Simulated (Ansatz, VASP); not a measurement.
SiC3: VASP beside Ansatz

```
Si C
1.0
     2.80256    0.00000    0.00000
     0.00000    2.80256    0.00000
     0.00000    0.00000    4.11229
Si C
1 3
Direct
  0.00000 0.00000 0.50000
  0.50000 0.50000 0.00000
  0.50000 0.00000 0.78809
  0.00000 0.50000 0.21191
```

Alike in both runs: functional PBE; k mesh 10 × 10 × 8; occupations gaussian, width 0.02 eV; no spin polarisation.

Ansatz relaxed the structure, and its values are those at the end. VASP's run is a single point on that final structure, the one shown.

|  | VASP | Ansatz |
| --- | --- | --- |
| version | VASP 6.6.1 | Ansatz 0.2.0 |
| potentials or method | VASP PAW PBE potentials, release 64 (Si, C), cutoff 520 eV | scalar-relativistic, plane waves, PAW |
| valence electrons in the cell | 16 | 16 |

Ansatz gave:

* gap on the k mesh at the Fermi level (eV): 1.37
* least direct gap on the mesh (eV): 1.80
* pressure (GPa): 0.0
* rms of the force components (eV/Å): 0.000

Which values does VASP return?

gap on the k mesh at the Fermi level (eV): 1.36; least direct gap on the mesh (eV): 1.79; pressure (GPa): 0.0; rms of the force components (eV/Å): 0.007.
